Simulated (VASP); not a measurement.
# Li16C (a cell with a defect) in VASP: further runs, part 3 of 3

VASP 6.6.1.

## 5. Single point, PBE+D3(BJ)

The input, INCAR:

```
SYSTEM = Li16C
PREC     = Accurate       ! precision mode
ENCUT    = 520            ! plane-wave cutoff, eV
EDIFF    = 1E-6           ! SCF threshold, eV
ISMEAR   = -1             ! smearing method
SIGMA    = 0.05           ! smearing width, eV
LREAL    = Auto         
LASPH    = .True.         ! aspherical terms in the spheres
NELM     = 100            ! most SCF steps
ALGO     = Normal         ! electronic algorithm
ISIF     = 2              ! what is computed and relaxed
LWAVE    = .False.        ! write WAVECAR
LCHARG   = .False.        ! write CHGCAR
GGA      = PE             ! functional
IVDW     = 12             ! dispersion correction
NBANDS   = 40             ! bands
```

The input, KPOINTS:

```
regular mesh
0
Gamma
  2 2 2
  0 0 0
```

The input, POSCAR:

```
Li16C
1.0
    6.9800000000      0.0000000000      0.0000000000
    0.0000000000      6.9800000000      0.0000000000
    0.0000000000      0.0000000000      6.9800000000
Li C
16 1
Direct
   -0.0133810888      0.0179369628      0.0312607450
    0.4299426934      0.1183381089      0.0791977077
    0.0914326648      0.3351575931     -0.0982091691
   -0.0496561605      0.0279083095      0.4641260745
    0.2158739255      0.2785100287      0.3743266476
    0.4465329513      0.5210315186      0.0110888252
    0.4922492837     -0.1200286533      0.4223495702
    0.6734670487      0.3209598854      0.2747851003
   -0.0341547278      0.5094555874      0.5503724928
    0.1732808023      0.6897134670      0.2440401146
    0.3802578797      0.1635243553      0.7332808023
    0.5783810888      0.5243696275      0.6066475645
    0.7183237822      0.7300859599      0.1855014327
    0.7944412607      0.2201002865      0.7345272206
    0.1969484241      0.8619484241      0.7264613181
    0.7617621777      0.8182951289      0.7447134670
    0.0895558739      0.1148853868      0.7019340974
```

Potentials or basis: VASP PAW PBE potentials, release 64 (Li_sv, C).

Run with:

```console
$ cat potpaw_PBE.64/Li_sv/POTCAR potpaw_PBE.64/C/POTCAR > POTCAR
$ mpirun -np 1 vasp_std > vasp.out
```

OUTCAR:

```text
SYSTEM = Li16C
   PREC = Accurate
   ENCUT = 520
   EDIFF = 1E-6
   ISMEAR = -1
   LREAL = Auto
   LASPH = .True.
   NELM = 100
   ISIF = 2
   GGA = PE
   IVDW = 12
 IVDW          = 12

 ion  position               nearest neighbor table
   1  0.987  0.018  0.031-   3 2.50
   2  0.430  0.118  0.079-  11 2.46   8 2.60
   3  0.091  0.335  0.902-  17 2.08   1 2.50  14 2.51
   4  0.950  0.028  0.464-  17 2.02  14 2.56
   5  0.216  0.279  0.374-
   6  0.447  0.521  0.011-
   7  0.492  0.880  0.422-  13 2.51
   8  0.673  0.321  0.275-   2 2.60
   9  0.966  0.509  0.550-
  10  0.173  0.690  0.244-
  11  0.380  0.164  0.733-  17 2.07   2 2.46  15 2.46
  12  0.578  0.524  0.607-  16 2.60
  13  0.718  0.730  0.186-   7 2.51
  14  0.794  0.220  0.735-  17 2.20   3 2.51   4 2.56
  15  0.197  0.862  0.726-  17 1.93  11 2.46
  16  0.762  0.818  0.745-  12 2.60
  17  0.090  0.115  0.702-  15 1.93   4 2.02  11 2.07   3 2.08  14 2.20

  LATTYP: Found a simple cubic cell.
 ALAT       =     6.9800000000

  Lattice vectors:

 A1 = (   6.9800000000,   0.0000000000,   0.0000000000)
 A2 = (   0.0000000000,   6.9800000000,   0.0000000000)
 A3 = (   0.0000000000,   0.0000000000,   6.9800000000)

Analysis of symmetry for initial positions (statically):
=====================================================================
 Subroutine PRICEL returns:
 Original cell was already a primitive cell.

 Routine SETGRP: Setting up the symmetry group for a
 simple cubic supercell.

 Subroutine GETGRP returns: Found  1 space group operations
 (whereof  1 operations were pure point group operations)
 out of a pool of 48 trial point group operations.

The static configuration has the point symmetry C_1 .
[... 143 lines left out ...]
   IALGO  =     38    algorithm
   IMIX   =      4    mixing-type and parameters
     AMIX     =   0.40;   BMIX     =  1.00
     AMIX_MAG =   1.60;   BMIX_MAG =  1.00
  volume/ion in A,a.u.               =      20.00       134.99
  Fermi-wavevector in a.u.,A,eV,Ry     =   0.875428  1.654319 10.427158  0.766374
  Thomas-Fermi vector in A             =   1.995098
   LORBIT       =      0    0 simple, 1 ext, 2 COOP (PROOUT), +10 PAW based schemes
   GGA     = PE    functional components
   LHFCALC =     F    Hartree Fock is set to
   AEXX    =    0.0000 exact exchange contribution
   IVDW    =    12    specifies the selected vdW correction
   LEPSILON=     F    determine dielectric tensor
   LRPA    =     F    only Hartree local field effects (RPA)
 non-spin polarized calculation
  energy-cutoff  :      520.00
  volume of cell :      340.07
 maximum number of plane-waves:      9124
 NGX is ok and might be reduce to    54
   NGX = 25   NGY = 25   NGZ = 25

 number of electron      52.0000010 magnetization

 Free energy of the ion-electron system (eV)
  ---------------------------------------------------
  ext. energy  EPLUGINS =         0.00000000
  ---------------------------------------------------
  free energy    TOTEN  =       -35.96459791 eV

  energy without entropy =      -35.89830817  energy(sigma->0) =      -35.93145304

 E-fermi :   0.5242     XC(G=0):  -7.0183

 val. band max:        0.4906308421   @ k =   0.5000   0.0000   0.5000
 cond. band min:       0.5337843483   @ k =   0.5000   0.5000   0.0000
 fundamental gap:      0.0431535062
 Fermi energy:         0.5241656666

 k-point     1 :       0.0000    0.0000    0.0000
  band No.  band energies     occupation
      1     -46.3744      2.00000
      2     -46.3644      2.00000
      3     -46.3304      2.00000
      4     -46.3054      2.00000
      5     -46.2918      2.00000
      6     -46.2508      2.00000
[... 317 lines left out ...]
     37       3.5172      0.00000
     38       3.7013      0.00000
 [bands above 38 left out]

------------------------ aborting loop because EDIFF is reached ----------------------------------------

 Edisp (eV)   -2.73993

 E8    (eV) :    -1.1340

  FORCE on cell =-STRESS in cart. coord.  units (eV):
  Direction    XX          YY          ZZ          XY          YZ          ZX
  --------------------------------------------------------------------------------------
  -------------------------------------------------------------------------------------
  Total      -4.09814    -2.36151    -4.32374     1.26491     1.31194     1.01655
  in kB     -19.30774   -11.12586   -20.37059     5.95941     6.18097     4.78933
  external pressure =      -16.93 kB  Pullay stress =        0.00 kB

 VOLUME and BASIS-vectors are now :
 -----------------------------------------------------------------------------
  energy-cutoff  :      520.00
  volume of cell :      340.07
      direct lattice vectors                 reciprocal lattice vectors
     6.980000000  0.000000000  0.000000000     0.143266476  0.000000000  0.000000000
     0.000000000  6.980000000  0.000000000     0.000000000  0.143266476  0.000000000
     0.000000000  0.000000000  6.980000000     0.000000000  0.000000000  0.143266476

 POSITION                                       TOTAL-FORCE (eV/Angst)
 -----------------------------------------------------------------------------------
      6.88660      0.12520      0.21820         0.133556      0.032306     -0.310667
      3.00100      0.82600      0.55280        -0.026872     -0.654903     -0.056681
      0.63820      2.33940      6.29450         0.136023      0.539620      0.170285
      6.63340      0.19480      3.23960        -0.051958     -0.319452     -0.269440
      1.50680      1.94400      2.61280         0.174028     -0.148245      0.363737
      3.11680      3.63680      0.07740        -0.034044      0.198947     -0.295684
[... 9 lines left out ...]
      5.31710      5.71170      5.19810         0.126662      0.231554      0.261384
      0.62510      0.80190      4.89950        -0.727609      0.862683      0.413169
 -----------------------------------------------------------------------------------
    total drift:                                0.005257      0.002329      0.012373

  FREE ENERGIE OF THE ION-ELECTRON SYSTEM (eV)
  ---------------------------------------------------
  free  energy   TOTEN  =       -38.7045256537 eV

  energy  without entropy=      -38.6382359110  energy(sigma->0) =      -38.67138078
```

OSZICAR:

```text
N       E                     dE             d eps       ncg     rms          rms(c)
DAV:   1     0.319647636128E+03    0.31965E+03   -0.22382E+04   640   0.130E+03
DAV:   2     0.421214394588E+02   -0.27753E+03   -0.26032E+03   656   0.346E+02
DAV:   3    -0.240213354733E+02   -0.66143E+02   -0.64747E+02  1144   0.919E+01
DAV:   4    -0.396538980549E+02   -0.15633E+02   -0.15421E+02  1112   0.652E+01
DAV:   5    -0.430782738681E+02   -0.34244E+01   -0.34232E+01  1128   0.204E+01    0.110E+01
DAV:   6    -0.369862406577E+02    0.60920E+01   -0.33328E+01   832   0.150E+01    0.729E+00
DAV:   7    -0.362544487478E+02    0.73179E+00   -0.61307E+00   952   0.601E+00    0.242E+00
DAV:   8    -0.361781679823E+02    0.76281E-01   -0.91913E-01   944   0.250E+00    0.181E+00
DAV:   9    -0.360251292651E+02    0.15304E+00   -0.43521E-01   896   0.194E+00    0.167E+00
DAV:  10    -0.359657124585E+02    0.59417E-01   -0.25411E-01   856   0.122E+00    0.384E-01
DAV:  11    -0.359647644326E+02    0.94803E-03   -0.18785E-02   968   0.406E-01    0.280E-01
DAV:  12    -0.359647591793E+02    0.52533E-05   -0.19890E-03  1144   0.143E-01    0.189E-01
DAV:  13    -0.359645889445E+02    0.17023E-03   -0.12089E-03  1064   0.141E-01    0.225E-02
DAV:  14    -0.359645990390E+02   -0.10095E-04   -0.13384E-04   888   0.485E-02    0.153E-02
DAV:  15    -0.359645974807E+02    0.15583E-05   -0.23150E-05   968   0.191E-02    0.564E-03
DAV:  16    -0.359645979094E+02   -0.42868E-06   -0.53238E-06   896   0.838E-03
   1 F= -.38704526E+02 E0= -.38671381E+02  d E =-.662897E-01
```

Wall time 95 s (1 thread of Intel Xeon 6975P-C (Granite Rapids), shared host); peak memory 0.38 GiB.

What came out:

| Quantity | Value |
| --- | --- |
| Free energy | -38.7045 eV |
| Largest force | 1.202 eV/Å |
| Band gap on the k mesh | 0.01 eV |
| Dispersion energy per atom | -0.161 eV |

Forces in eV/Å, atoms in the order of the input:
```
Li   0.134  0.032 -0.311
Li  -0.027 -0.655 -0.057
Li   0.136  0.540  0.170
Li  -0.052 -0.319 -0.269
Li   0.174 -0.148  0.364
Li  -0.034  0.199 -0.296
Li  -0.166  0.367  0.192
Li   0.371 -0.101  0.078
Li   0.197 -0.040  0.046
Li  -0.048  0.024 -0.094
Li   0.048  0.233 -0.558
Li  -0.698 -0.087 -0.169
Li   0.433 -0.072 -0.023
Li  -0.060 -0.206  0.113
Li   0.193 -0.862  0.139
Li   0.127  0.232  0.261
C   -0.728  0.863  0.413
```

Caveat: the k points lie up to 0.45 Å⁻¹ apart; the cutoff is under 1.25 times the usual one of these potentials, so pressure, stress and relaxed cells hold a basis-set (Pulay) error; the smearing spreads over this small gap.

## 6. Single point, PBE+D3(BJ)

The input, INCAR:

```
PREC = Accurate
ENCUT = 520
EDIFF = 1E-7
ISMEAR = -1
SIGMA = 0.05
LREAL = Auto
LASPH = T
NELM = 100
ALGO = Normal
ISIF = 2
LWAVE = F
LCHARG = F
GGA = PE
IVDW = 12
NBANDS = 40
```

The input, KPOINTS:

```
Automatic mesh
0
Gamma
  2 2 2
```

The input, POSCAR:

```
Li16C
1.0
    6.9800000000      0.0000000000      0.0000000000
    0.0000000000      6.9800000000      0.0000000000
    0.0000000000      0.0000000000      6.9800000000
Li C
16 1
Direct
   -0.0407306590     -0.1010171920     -0.0511031519
    0.5742836676      0.0387249284      0.1248137536
    0.0297421203      0.5230229226      0.0724068768
   -0.1263037249     -0.0731232092      0.4197851003
    0.2354011461      0.1310028653      0.3975071633
    0.3898280802      0.6095272206     -0.1107736390
    0.5326504298      0.0354727794      0.6091977077
    0.8246561605      0.2511318052      0.4241833811
    0.0974068768      0.4695128940      0.5060888252
    0.1853295129      0.8171633238      0.2547421203
    0.2560744986      0.2485530086      0.7934240688
    0.5290687679      0.4634097421      0.3589828080
    0.6918051576      0.6656446991      0.1873638968
    0.8192693410      0.2588681948      0.8316762178
    0.1941977077      0.8943696275      0.6830802292
    0.7594126074      0.6867478510      0.7140114613
    0.0338681948      0.1716618911      0.6262750716
```

Potentials or basis: VASP PAW PBE potentials, release 64 (Li_sv, C).

Run with:

```console
$ cat potpaw_PBE.64/Li_sv/POTCAR potpaw_PBE.64/C/POTCAR > POTCAR
$ mpirun -np 1 vasp_std > vasp.out
```

OUTCAR:

```text
PREC = Accurate
   ENCUT = 520
   EDIFF = 1E-7
   ISMEAR = -1
   LREAL = Auto
   LASPH = T
   NELM = 100
   ISIF = 2
   GGA = PE
   IVDW = 12
 IVDW          = 12

 ion  position               nearest neighbor table
   1  0.959  0.899  0.949-  15 2.48
   2  0.574  0.039  0.125-
   3  0.030  0.523  0.072-
   4  0.874  0.927  0.420-   8 2.29  10 2.58
   5  0.235  0.131  0.398-  17 2.15  10 2.43
   6  0.390  0.610  0.889-
[... 553 lines left out ...]
  -------------------------------------------------------------------------------------
  Total      -3.11598    -2.34534    -6.04509     1.57342    -0.59114    -0.27890
  in kB     -14.68045   -11.04969   -28.48048     7.41292    -2.78504    -1.31401
  external pressure =      -18.07 kB  Pullay stress =        0.00 kB

 VOLUME and BASIS-vectors are now :
 -----------------------------------------------------------------------------
  energy-cutoff  :      520.00
  volume of cell :      340.07
      direct lattice vectors                 reciprocal lattice vectors
     6.980000000  0.000000000  0.000000000     0.143266476  0.000000000  0.000000000
     0.000000000  6.980000000  0.000000000     0.000000000  0.143266476  0.000000000
     0.000000000  0.000000000  6.980000000     0.000000000  0.000000000  0.143266476

 POSITION                                       TOTAL-FORCE (eV/Angst)
 -----------------------------------------------------------------------------------
      6.69570      6.27490      6.62330        -0.075936      0.619942      0.015929
      4.00850      0.27030      0.87120        -0.244355      0.144586     -0.156297
      0.20760      3.65070      0.50540        -0.025056     -0.383242      0.016667
      6.09840      6.46960      2.93010         0.226403     -0.153745      0.364098
      1.64310      0.91440      2.77460        -0.245122      0.741115     -0.084805
      2.72100      4.25450      6.20680         0.253631      0.168089      0.084295
[... 9 lines left out ...]
      5.30070      4.79350      4.98380        -0.108613     -0.344027     -0.148055
      0.23640      1.19820      4.37140         0.047303     -0.875678     -0.522282
 -----------------------------------------------------------------------------------
    total drift:                               -0.002641     -0.006549      0.010327

  FREE ENERGIE OF THE ION-ELECTRON SYSTEM (eV)
  ---------------------------------------------------
  free  energy   TOTEN  =       -38.1605601085 eV

  energy  without entropy=      -38.0887295549  energy(sigma->0) =      -38.12464483
```

stdout:

```text
POSCAR found type information on POSCAR LiC
 POSCAR found :  2 types and      17 ions
 scaLAPACK will be used
 LDA part: xc-table for (Slater+PW92), standard interpolation
 POSCAR, INCAR and KPOINTS ok, starting setup
 FFT: planning ... GRIDC
 FFT: planning ... GRID_SOFT
 FFT: planning ... GRID
 WAVECAR not read
 entering main loop
```

Run time: 2 min. Hardware: 1 thread of Intel Xeon 6975P-C (Granite Rapids), shared host; peak memory 0.38 GiB.

Results:

```yaml
Free_energy: -38.1606 eV
Largest_force: 1.124 eV/Å
Band_gap_on_the_k_mesh: zero (bands 26 and 27 overlap by 0.06 eV)
Dispersion_energy_per_atom: -0.161 eV
```

Forces on the atoms (eV/Å):
```
Li  -0.076  0.620  0.016
Li  -0.244  0.145 -0.156
Li  -0.025 -0.383  0.017
Li   0.226 -0.154  0.364
Li  -0.245  0.741 -0.085
Li   0.254  0.168  0.084
Li   0.394 -0.169  0.045
Li   0.236  0.425 -0.054
Li  -0.129  0.079  0.431
Li   0.521 -0.494 -0.155
Li  -0.096  0.096  0.414
Li  -0.876 -0.357  0.608
Li   0.372  0.575 -0.512
Li   0.119  0.021 -0.246
Li  -0.370 -0.093 -0.100
Li  -0.109 -0.344 -0.148
C    0.047 -0.876 -0.522
```

Caveat: the k points lie up to 0.45 Å⁻¹ apart; the cutoff is under 1.25 times the usual one of these potentials, so pressure, stress and relaxed cells hold a basis-set (Pulay) error.

## 7. Single point, PBE+D3(BJ)

The input, INCAR:

```
PREC     = Accurate       # precision mode
ENCUT    = 520            # plane-wave cutoff, eV
EDIFF    = 1E-7           # SCF threshold, eV
ISMEAR   = -1             # smearing method
SIGMA    = 0.05           # smearing width, eV
LREAL    = Auto         
LASPH    = T              # aspherical terms in the spheres
NELM     = 100            # most SCF steps
ALGO     = Normal         # electronic algorithm
ISIF     = 2              # what is computed and relaxed
LWAVE    = F              # write WAVECAR
LCHARG   = F              # write CHGCAR
GGA      = PE             # functional
IVDW     = 12             # dispersion correction
NBANDS   = 40             # bands
```

KPOINTS is that of step 6.

The input, POSCAR:

```
Li16C
1.0
    6.9800000000      0.0000000000      0.0000000000
    0.0000000000      6.9800000000      0.0000000000
    0.0000000000      0.0000000000      6.9800000000
Li C
16 1
Direct
   -0.1516045845     -0.0319627507     -0.0604297994
    0.5419484241      0.2383237822      0.0928653295
    0.1618911175      0.5712893983      0.1002578797
   -0.1078939828     -0.1073925501      0.3946848138
    0.2609885387      0.0166475645      0.4682234957
    0.3709025788      0.6351575931     -0.2185530086
    0.5924785100      0.0519914040      0.6827650430
    0.8383954155      0.2015329513      0.4381805158
    0.1014756447      0.5591547278      0.4497564470
    0.4774068768      0.8894985673      0.1066045845
    0.1706303725      0.2508166189      0.8078653295
    0.4335100287      0.3311747851      0.5188681948
    0.6757593123      0.6198137536      0.1980372493
    0.8172636103      0.3041260745      0.7908309456
    0.1135816619      0.8588108883      0.7116332378
    0.7304871060      0.6470487106      0.6959455587
   -0.0095558739      0.1040401146      0.6481518625
```

Run with:

```console
$ cat potpaw_PBE.64/Li_sv/POTCAR potpaw_PBE.64/C/POTCAR > POTCAR
$ mpirun -np 1 vasp_std > vasp.out
```

Run time: 1.8 min. Hardware: 1 thread of Intel Xeon 6975P-C (Granite Rapids), shared host; peak memory 0.38 GiB.

The run converged. Its results:

```
Free energy                : -37.6674 eV
Largest force              : 1.440 eV/Å
Band gap on the k mesh     : zero (bands 26 and 27 overlap by 0.15 eV)
Dispersion energy per atom : -0.161 eV
```

Forces on the atoms (eV/Å):
```
Li   0.494 -0.062  0.157
Li  -0.129  0.517  0.013
Li  -0.210  0.026 -0.287
Li   0.003 -0.139  0.144
Li  -0.386  0.085 -0.507
Li   0.496 -0.282  0.079
Li   0.070 -0.666  0.099
Li  -0.197  1.151 -0.842
Li  -0.154 -0.446  0.463
Li  -0.492  0.043  0.008
Li   0.372 -0.068  0.302
Li   0.190  0.741 -0.353
Li   0.208 -0.525  0.086
Li   0.275  0.299  0.142
Li  -0.184 -0.151  0.661
Li   0.112  0.181 -0.093
C   -0.467 -0.704 -0.074
```

Levels at points of the mesh, in eV from the Fermi level:
| k point | band 22 | band 23 | band 24 | band 25 | band 26 | band 27 | band 28 | band 29 | band 30 | band 31 |
| --- | --- | --- | --- | --- | --- | --- | --- | --- | --- | --- |
| (0.00, 0.00, 0.00) | -1.19 | -0.92 | -0.57 | -0.34 | -0.29 | 0.00 | 0.62 | 0.80 | 1.12 | 1.30 |
| (0.50, 0.00, 0.00) | -1.39 | -0.77 | -0.63 | -0.48 | -0.27 | 0.26 | 0.43 | 0.55 | 0.90 | 1.36 |
| (0.00, 0.50, 0.00) | -1.30 | -0.50 | -0.46 | -0.43 | -0.29 | -0.04 | 0.21 | 0.52 | 0.96 | 1.39 |
| (0.00, 0.00, 0.50) | -1.26 | -0.85 | -0.56 | -0.37 | -0.16 | 0.18 | 0.34 | 0.70 | 0.90 | 1.40 |
| (0.50, 0.50, 0.00) | -1.16 | -0.87 | -0.74 | -0.30 | -0.06 | 0.06 | 0.39 | 0.64 | 0.90 | 1.06 |
| (0.00, 0.50, 0.50) | -1.63 | -1.09 | -0.83 | -0.17 | 0.10 | 0.21 | 0.47 | 0.80 | 1.16 | 1.34 |
| (0.50, 0.00, 0.50) | -1.57 | -0.96 | -0.89 | -0.26 | -0.04 | 0.30 | 0.41 | 0.64 | 1.07 | 1.28 |
| (0.50, 0.50, 0.50) | -1.60 | -1.49 | -1.41 | -0.42 | -0.21 | 0.12 | 0.48 | 1.81 | 1.89 | 2.13 |

Caveat: the k points lie up to 0.45 Å⁻¹ apart; the cutoff is under 1.25 times the usual one of these potentials, so pressure, stress and relaxed cells hold a basis-set (Pulay) error.

## 8. Summary

| cell | cutoff (eV) | gap on the mesh (eV) | pressure (GPa) | largest force (eV/Å) |
| --- | --- | --- | --- | --- |
| as given, atomic positions A | 650 | none | -1.7 | 1.11 |
| as given, atomic positions B | 650 | none | -1.7 | 2.45 |
| as given, atomic positions C | 650 | none | -1.4 | 1.69 |
| as given, atomic positions D | 520 | 0.01 | - | 1.20 |
| as given, atomic positions E | 520 | none | - | 1.12 |
| as given, atomic positions F | 520 | none | - | 1.44 |

Alike in all rows: task single point; level PBE+D3(BJ); potentials or basis VASP PAW PBE potentials, release 64 (Li_sv, C); no spin polarisation; k mesh 2 × 2 × 2; smearing fermi-dirac 0.05 eV.

Caveats: all runs use coarse meshes; the atoms stand as in a frame of molecular dynamics (at least some runs); the cutoff is under 1.25 times the usual one of these potentials, so pressure, stress and relaxed cells hold a basis-set (Pulay) error (at least some runs); the smearing spreads over this small gap (at least some runs).

Absolute energies hang on the potentials; compare differences alone.

The gap in the log of VASP goes by the Fermi energy; the results here count the filled bands.